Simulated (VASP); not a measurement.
# CoSi2 (Fm-3m) in VASP: settings compared

The runs below take CoSi2 through electric field gradients, with PBE+D3(BJ), LDA.

Everything below comes from runs of VASP 6.6.1. Logs are shortened: lines on timing, memory, paths and dates and some standing lists are left out, and cuts for length are marked.

## Step 1: The cell of the first run

It takes space group Fm-3m (No. 225, cubic). Conventional cell: a = 5.365 Å, b = 5.365 Å, c = 5.365 Å, α = 90.00°, β = 90.00°, γ = 90.00°. Co (site symmetry m-3m) has 8 Si at 2.32 Å within 3.1 Å. Within 3.1 Å of Si (site symmetry -43m) lie 4 Co at 2.32 Å and 6 Si at 2.68 Å.

## Step 2: Electric field gradients, PBE+D3(BJ), collinear spin, ferromagnetic start

Contents of INCAR:

```
PREC = Accurate
ENCUT = 520
EDIFF = 1E-8
ISMEAR = -1
SIGMA = 0.05
LREAL = False
LASPH = True
NELM = 200
ALGO = Normal
ISIF = 2
LWAVE = False
LCHARG = False
ISPIN = 2
MAGMOM = 2 0 0
LORBIT = 11
LMAXMIX = 4
GGA = PE
IVDW = 12
LEFG = True
NBANDS = 20
GGA_COMPAT = False
```

Contents of KPOINTS:

```
regular mesh
0
Gamma
  15 15 15
```

Contents of POSCAR:

```
CoSi2
1.0
    0.0000000000      2.6825000000      2.6825000000
    2.6825000000      0.0000000000      2.6825000000
    2.6825000000      2.6825000000      0.0000000000
Co Si
1 2
Direct
    0.0000000000      0.0000000000      0.0000000000
    0.2500000000      0.2500000000      0.2500000000
    0.7500000000      0.7500000000      0.7500000000
```

Potentials or basis: VASP PAW PBE potentials, release 64 (Co, Si).

Started as:

```
$ cat potpaw_PBE.64/Co/POTCAR potpaw_PBE.64/Si/POTCAR > POTCAR
$ mpirun -np 1 vasp_std > vasp.out
```

OUTCAR:

```text
PREC = Accurate
   ENCUT = 520
   EDIFF = 1E-8
   ISMEAR = -1
   LREAL = False
   LASPH = True
   NELM = 200
   ISIF = 2
   ISPIN = 2
   LORBIT = 11
   GGA = PE
   IVDW = 12
 IVDW          = 12

 ion  position               nearest neighbor table
   1  0.000  0.000  0.000-   3 2.32   3 2.32   3 2.32   2 2.32   3 2.32   2 2.32   2 2.32   2 2.32

   2  0.250  0.250  0.250-   1 2.32   1 2.32   1 2.32   1 2.32   3 2.68   3 2.68   3 2.68   3 2.68
                             3 2.68   3 2.68
   3  0.750  0.750  0.750-   1 2.32   1 2.32   1 2.32   1 2.32   2 2.68   2 2.68   2 2.68   2 2.68
                             2 2.68   2 2.68

  LATTYP: Found a face centered cubic cell.
 ALAT       =     5.3650000000

  Lattice vectors:

 A1 = (   0.0000000000,   2.6825000000,   2.6825000000)
 A2 = (   2.6825000000,   0.0000000000,   2.6825000000)
 A3 = (   2.6825000000,   2.6825000000,   0.0000000000)

Analysis of symmetry for initial positions (statically):
=====================================================================
 Subroutine PRICEL returns:
 Original cell was already a primitive cell.

 Routine SETGRP: Setting up the symmetry group for a
 face centered cubic supercell.

 Subroutine GETGRP returns: Found 48 space group operations
 (whereof 48 operations were pure point group operations)
 out of a pool of 48 trial point group operations.

The static configuration has the point symmetry O_h .

Analysis of symmetry for dynamics (positions and initial velocities):
=====================================================================
 Subroutine PRICEL returns:
 Original cell was already a primitive cell.

 Routine SETGRP: Setting up the symmetry group for a
 face centered cubic supercell.

 Subroutine GETGRP returns: Found 48 space group operations
 (whereof 48 operations were pure point group operations)
 out of a pool of 48 trial point group operations.

The dynamic configuration has the point symmetry O_h .

Analysis of structural, dynamic, and magnetic symmetry:
=====================================================================
 Subroutine PRICEL returns:
 Original cell was already a primitive cell.

 Routine SETGRP: Setting up the symmetry group for a
 face centered cubic supercell.

 Subroutine GETGRP returns: Found 48 space group operations
 (whereof 48 operations were pure point group operations)
 out of a pool of 48 trial point group operations.

The overall configuration has the point symmetry O_h .

 Subroutine INISYM returns: Found 48 space group operations
 (whereof 48 operations are pure point group operations),
 and found     1 'primitive' translations

----------------------------------------------------------------------------------------

                                     Primitive cell

  volume of cell :      38.6055

  direct lattice vectors                    reciprocal lattice vectors
     0.000000000  2.682500000  2.682500000    -0.186393290  0.186393290  0.186393290
     2.682500000  0.000000000  2.682500000     0.186393290 -0.186393290  0.186393290
     2.682500000  2.682500000  0.000000000     0.186393290  0.186393290 -0.186393290

  length of vectors
     3.793627881  3.793627881  3.793627881     0.322842648  0.322842648  0.322842648

  position of ions in fractional coordinates (direct lattice)
     0.000000000  0.000000000  0.000000000
     0.250000000  0.250000000  0.250000000
     0.750000000  0.750000000  0.750000000

  ion indices of the primitive-cell ions
   primitive index   ion index
                 1           1
                 2           2
                 3           3

----------------------------------------------------------------------------------------

 KPOINTS: regular mesh

Automatic generation of k-mesh.
 Grid dimensions read from file:
 generate k-points for:   15   15   15

 Generating k-lattice:

  Cartesian coordinates                     Fractional coordinates (reciprocal lattice)
    -0.012426219  0.012426219  0.012426219     0.066666667  0.000000000  0.000000000
     0.012426219 -0.012426219  0.012426219     0.000000000  0.066666667  0.000000000
     0.012426219  0.012426219 -0.012426219     0.000000000  0.000000000  0.066666667

  Length of vectors
     0.021522843  0.021522843  0.021522843

  Shift w.r.t. Gamma in fractional coordinates (k-lattice)
     0.000000000  0.000000000  0.000000000

 Subroutine IBZKPT returns following result:
 ===========================================

 Found    120 irreducible k-points:

 Following reciprocal coordinates:
            Coordinates               Weight
  0.000000  0.000000  0.000000      1.000000
  0.066667  0.000000  0.000000      8.000000
  0.133333  0.000000  0.000000      8.000000
  0.200000  0.000000  0.000000      8.000000
  0.266667  0.000000  0.000000      8.000000
  0.333333  0.000000  0.000000      8.000000
[... 16 lines left out ...]
  0.133333  0.133333  0.000000      6.000000
  0.200000  0.133333  0.000000     24.000000
 [... further k-points ...]
   k-points           NKPTS =    120   k-points in BZ     NKDIM =    120   number of bands    NBANDS=     20
   number of dos      NEDOS =    301   number of ions     NIONS =      3
   total plane-waves  NPLWV =  21952
   dimension x,y,z NGX =    28 NGY =   28 NGZ =   28
   dimension x,y,z NGXF=    56 NGYF=   56 NGZF=   56
   ions per type =               1   2
   NGX,Y,Z   is equivalent  to a cutoff of  12.27, 12.27, 12.27 a.u.
   NGXF,Y,Z  is equivalent  to a cutoff of  24.54, 24.54, 24.54 a.u.
 SYSTEM =  unknown system
   PREC   = accura    normal or accurate (medium, high low for compatibility)
   ISTART =      0    job   : 0-new  1-cont  2-samecut
   ICHARG =      2    charge: 1-file 2-atom 10-const
   ISPIN  =      2    spin polarized calculation?
   LNONCOLLINEAR =      F non collinear calculations
   LSORBIT =      F    spin-orbit coupling
   LASPH  =      T    aspherical Exc in radial PAW
   ENCUT  =  520.0 eV  38.22 Ry    6.18 a.u.   7.05  7.05  7.05*2*pi/ulx,y,z
   NELM   =    200;   NELMIN=  2; NELMDL= -5     # of ELM steps
   EDIFF  = 0.1E-07   stopping-criterion for ELM
   LREAL  =      F    real-space projection
   EDIFFG = 0.1E-06   stopping-criterion for IOM
   NSW    =      0    number of steps for IOM
   IBRION =     -1    ionic relax: 0-MD 1-quasi-New 2-CG
   NFREE  =      0    steps in history (QN), initial steepest desc. (CG)
   ISIF   =      2    stress and relaxation
   ISYM   =      2    0-nonsym 1-usesym 2-fastsym
   POTIM  = 0.5000    time-step for ionic-motion
   TEBEG  =    0.0;   TEEND  =   0.0 temperature during run
   PSTRESS=    0.0 pullay stress
   NELECT =      17.0000    total number of electrons
   NUPDOWN=      -1.0000    fix difference up-down
   EMIN   =  10.00;   EMAX   =-10.00  energy-range for DOS
   EFERMI =   0.00;   METHOD = LEGACY
   ISMEAR =    -1;   SIGMA  =   0.05  broadening in eV -4-tet -1-fermi 0-gaus
   EFERMI_NEDOS =   21; number of points for ismear=-14 and -15
   IALGO  =     38    algorithm
   IMIX   =      4    mixing-type and parameters
     AMIX     =   0.40;   BMIX     =  1.00
     AMIX_MAG =   1.60;   BMIX_MAG =  1.00
  volume/ion in A,a.u.               =      12.87        86.84
  Fermi-wavevector in a.u.,A,eV,Ry     =   1.245493  2.353641 21.106087  1.551254
  Thomas-Fermi vector in A             =   2.379713
   LORBIT       =     11    0 simple, 1 ext, 2 COOP (PROOUT), +10 PAW based schemes
   GGA     = PE    functional components
   LHFCALC =     F    Hartree Fock is set to
   AEXX    =    0.0000 exact exchange contribution
   IVDW    =    12    specifies the selected vdW correction
   LEPSILON=     F    determine dielectric tensor
   LRPA    =     F    only Hartree local field effects (RPA)
 spin polarized calculation
  energy-cutoff  :      520.00
  volume of cell :       38.61
 maximum number of plane-waves:      1051
   NGX = 15   NGY = 15   NGZ = 15

 number of electron      16.9999994 magnetization       0.0000036

 number of electron      16.9999994 magnetization      -0.0000030

 Free energy of the ion-electron system (eV)
  ---------------------------------------------------
  ext. energy  EPLUGINS =         0.00000000
  ---------------------------------------------------
  free energy    TOTEN  =       -19.29864258 eV

  energy without entropy =      -19.28933805  energy(sigma->0) =      -19.29399031

 E-fermi :  10.0049     XC(G=0): -11.7232

 val. band max:       10.0005011294   @ k =  -0.3333   0.2000   0.0000
 cond. band min:      10.0068006314   @ k =   0.4667   0.1333   0.0667
 fundamental gap:      0.0062995021
 Fermi energy:        10.0049457720

 spin component 1

 k-point     1 :       0.0000    0.0000    0.0000
  band No.  band energies     occupation
      1      -3.0605      1.00000
      2       5.9692      1.00000
      3       5.9692      1.00000
      4       5.9692      1.00000
      5       8.1326      1.00000
      6       8.1326      1.00000
[... 12 lines left out ...]
     19      20.5513      0.00000
[... 513 lines left out ...]
      4       6.0564      1.00000
      5       7.5959      1.00000
      6       8.2532      1.00000
[... 12 lines left out ...]
     19      22.9638      0.00000
     20      26.8603      0.00000

 [... further k-points ...]

 spin component 2

 k-point     1 :       0.0000    0.0000    0.0000
  band No.  band energies     occupation
      1      -3.0605      1.00000
      2       5.9692      1.00000
      3       5.9692      1.00000
      4       5.9692      1.00000
      5       8.1326      1.00000
      6       8.1326      1.00000
[... 12 lines left out ...]
     19      20.5513      0.00000
[... 513 lines left out ...]
      4       6.0564      1.00000
      5       7.5959      1.00000
      6       8.2532      1.00000
[... 12 lines left out ...]
     19      22.9638      0.00000
     20      26.8603      0.00000

 [... further k-points ...]

------------------------ aborting loop because EDIFF is reached ----------------------------------------

 Edisp (eV)   -1.31950

 E8    (eV) :    -0.5554

  FORCE on cell =-STRESS in cart. coord.  units (eV):
  Direction    XX          YY          ZZ          XY          YZ          ZX
  --------------------------------------------------------------------------------------
  -------------------------------------------------------------------------------------
  Total      -1.52416    -1.52416    -1.52416    -0.00000    -0.00000    -0.00000
  in kB     -63.25452   -63.25452   -63.25452    -0.00000    -0.00000    -0.00000
  external pressure =      -63.25 kB  Pullay stress =        0.00 kB

 VOLUME and BASIS-vectors are now :
 -----------------------------------------------------------------------------
  energy-cutoff  :      520.00
  volume of cell :       38.61
      direct lattice vectors                 reciprocal lattice vectors
     0.000000000  2.682500000  2.682500000    -0.186393290  0.186393290  0.186393290
     2.682500000  0.000000000  2.682500000     0.186393290 -0.186393290  0.186393290
     2.682500000  2.682500000  0.000000000     0.186393290  0.186393290 -0.186393290

 POSITION                                       TOTAL-FORCE (eV/Angst)
 -----------------------------------------------------------------------------------
      0.00000      0.00000      0.00000         0.000000      0.000000      0.000000
      1.34125      1.34125      1.34125         0.000000      0.000000      0.000000
      4.02375      4.02375      4.02375        -0.000000     -0.000000     -0.000000
 -----------------------------------------------------------------------------------
    total drift:                               -0.000000     -0.000000      0.000000

  FREE ENERGIE OF THE ION-ELECTRON SYSTEM (eV)
  ---------------------------------------------------
  free  energy   TOTEN  =       -20.6181419822 eV

  energy  without entropy=      -20.6088374492  energy(sigma->0) =      -20.61348972

 Electric field gradients (V/A^2)
---------------------------------------------------------------------
 ion       V_xx      V_yy      V_zz      V_xy      V_xz      V_yz
---------------------------------------------------------------------
   1      -0.000    -0.000     0.000    -0.001    -0.001    -0.001
   2       0.000     0.000    -0.000    -0.000    -0.000    -0.000
   3      -0.000     0.000    -0.000    -0.000    -0.000    -0.000
---------------------------------------------------------------------

 Electric field gradients after diagonalization (V/A^2)
 (convention: |V_zz| > |V_xx| > |V_yy|)
----------------------------------------------------------------------
 ion       V_xx      V_yy      V_zz     asymmetry (V_yy - V_xx)/ V_zz
----------------------------------------------------------------------
   1       0.001     0.001    -0.003       0.000
   2       0.000     0.000    -0.000       0.000
   3       0.000     0.000    -0.000       0.000
----------------------------------------------------------------------

           NMR quadrupolar parameters

 Cq : quadrupolar parameter    Cq=e*Q*V_zz/h
 eta: asymmetry parameters     (V_yy - V_xx)/ V_zz
 Q  : nuclear electric quadrupole moment in mb (millibarn)
----------------------------------------------------------------------
 ion       Cq(MHz)       eta       Q (mb)
----------------------------------------------------------------------
   1      -0.000       0.000       1.000
   2      -0.000       0.000       1.000
   3      -0.000       0.000       1.000
----------------------------------------------------------------------

 total charge

# of ion       s       p       d       tot
------------------------------------------
    1        0.538   0.714   7.589   8.841
    2        0.717   0.870   0.000   1.587
    3        0.717   0.870   0.000   1.587
--------------------------------------------------
tot          1.972   2.454   7.589  12.015

 magnetization (x)

# of ion       s       p       d       tot
------------------------------------------
    1       -0.000  -0.000  -0.000  -0.000
    2       -0.000  -0.000   0.000  -0.000
    3       -0.000  -0.000   0.000  -0.000
--------------------------------------------------
tot         -0.000  -0.000  -0.000  -0.000
```

Wall time 1.7 min (1 thread of Oxide Virtual Turin-like, shared host); peak memory 0.25 GiB.

Results:

```
Free energy                                           : -20.6181 eV
Pressure                                              : -6.3 GPa
Net moment                                            : 0.00 μB per cell
Largest electric field gradient by atom               : under 0.05 V/Å² on every atom
Valence electrons inside the program's atomic spheres : Co 8.84; Si 1.59
Dispersion energy per atom                            : -0.440 eV
```

Caveat: the cell stands under tension; the moments typed at the start vanished in this run.

## Step 3: Electric field gradients, LDA, collinear spin, ferromagnetic start

Contents of INCAR:

```
PREC = Accurate
ENCUT = 520
EDIFF = 1E-8
ISMEAR = -1
SIGMA = 0.05
LREAL = F
LASPH = T
NELM = 200
ALGO = Normal
ISIF = 2
LWAVE = F
LCHARG = F
ISPIN = 2
MAGMOM = 2 0 0
LORBIT = 11
LMAXMIX = 4
GGA = CA
LEFG = T
NBANDS = 20
GGA_COMPAT = F
```

KPOINTS is that of step 2.

POSCAR is that of step 2.

Potentials or basis: VASP PAW LDA potentials, release 64 (Co, Si).

Started as:

```
$ cat potpaw_LDA.64/Co/POTCAR potpaw_LDA.64/Si/POTCAR > POTCAR
$ mpirun -np 1 vasp_std > vasp.out
```

OUTCAR:

```text
PREC = Accurate
   ENCUT = 520
   EDIFF = 1E-8
   ISMEAR = -1
   LREAL = F
   LASPH = T
   NELM = 200
   ISIF = 2
   ISPIN = 2
   LORBIT = 11
   GGA = CA

 ion  position               nearest neighbor table
   1  0.000  0.000  0.000-   3 2.32   3 2.32   3 2.32   2 2.32   3 2.32   2 2.32   2 2.32   2 2.32

   2  0.250  0.250  0.250-   1 2.32   1 2.32   1 2.32   1 2.32   3 2.68   3 2.68   3 2.68   3 2.68
                             3 2.68   3 2.68
   3  0.750  0.750  0.750-   1 2.32   1 2.32   1 2.32   1 2.32   2 2.68   2 2.68   2 2.68   2 2.68
                             2 2.68   2 2.68

  LATTYP: Found a face centered cubic cell.
 ALAT       =     5.3650000000

  Lattice vectors:

 A1 = (   0.0000000000,   2.6825000000,   2.6825000000)
 A2 = (   2.6825000000,   0.0000000000,   2.6825000000)
 A3 = (   2.6825000000,   2.6825000000,   0.0000000000)

Analysis of symmetry for initial positions (statically):
=====================================================================
 Subroutine PRICEL returns:
 Original cell was already a primitive cell.

 Routine SETGRP: Setting up the symmetry group for a
[... 1334 lines left out ...]

  energy  without entropy=      -21.8679313494  energy(sigma->0) =      -21.87263142

 Electric field gradients (V/A^2)
---------------------------------------------------------------------
 ion       V_xx      V_yy      V_zz      V_xy      V_xz      V_yz
---------------------------------------------------------------------
   1       0.000     0.000    -0.000    -0.001    -0.001    -0.001
   2      -0.000     0.000    -0.000    -0.000    -0.000    -0.000
   3      -0.000     0.000    -0.000    -0.000    -0.000    -0.000
---------------------------------------------------------------------

 Electric field gradients after diagonalization (V/A^2)
 (convention: |V_zz| > |V_xx| > |V_yy|)
----------------------------------------------------------------------
 ion       V_xx      V_yy      V_zz     asymmetry (V_yy - V_xx)/ V_zz
----------------------------------------------------------------------
   1       0.001     0.001    -0.003       0.000
   2       0.000     0.000    -0.000       0.000
   3       0.000     0.000    -0.000       0.000
----------------------------------------------------------------------

           NMR quadrupolar parameters

 Cq : quadrupolar parameter    Cq=e*Q*V_zz/h
 eta: asymmetry parameters     (V_yy - V_xx)/ V_zz
 Q  : nuclear electric quadrupole moment in mb (millibarn)
----------------------------------------------------------------------
 ion       Cq(MHz)       eta       Q (mb)
----------------------------------------------------------------------
   1      -0.000       0.000       1.000
   2      -0.000       0.000       1.000
   3      -0.000       0.000       1.000
----------------------------------------------------------------------

 total charge

# of ion       s       p       d       tot
------------------------------------------
    1        0.540   0.712   7.614   8.866
    2        0.724   0.875   0.000   1.599
    3        0.724   0.875   0.000   1.599
--------------------------------------------------
tot          1.989   2.462   7.614  12.065

 magnetization (x)

# of ion       s       p       d       tot
------------------------------------------
    1       -0.000  -0.000  -0.000  -0.000
    2        0.000   0.000   0.000   0.000
    3        0.000   0.000   0.000   0.000
--------------------------------------------------
tot          0.000   0.000  -0.000  -0.000
```

stdout:

```text
POSCAR found type information on POSCAR CoSi
 POSCAR found :  2 types and       3 ions
 scaLAPACK will be used
 LDA part: xc-table for (Slater(with rela. corr.)+CA(PZ))
 , standard interpolation
 POSCAR, INCAR and KPOINTS ok, starting setup
 FFT: planning ... GRIDC
 FFT: planning ... GRID_SOFT
 FFT: planning ... GRID
 WAVECAR not read
 entering main loop
ion   1

ion   2

ion   3
```

Wall time 1.7 min (1 thread of Oxide Virtual Turin-like, shared host); peak memory 0.22 GiB.

Results:

```
Free energy                                           : -21.8773 eV
Pressure                                              : -9.1 GPa
Net moment                                            : 0.00 μB per cell
Largest electric field gradient by atom               : under 0.05 V/Å² on every atom
Valence electrons inside the program's atomic spheres : Co 8.87; Si 1.60
```

Caveat: the cell stands under tension; the moments typed at the start vanished in this run.
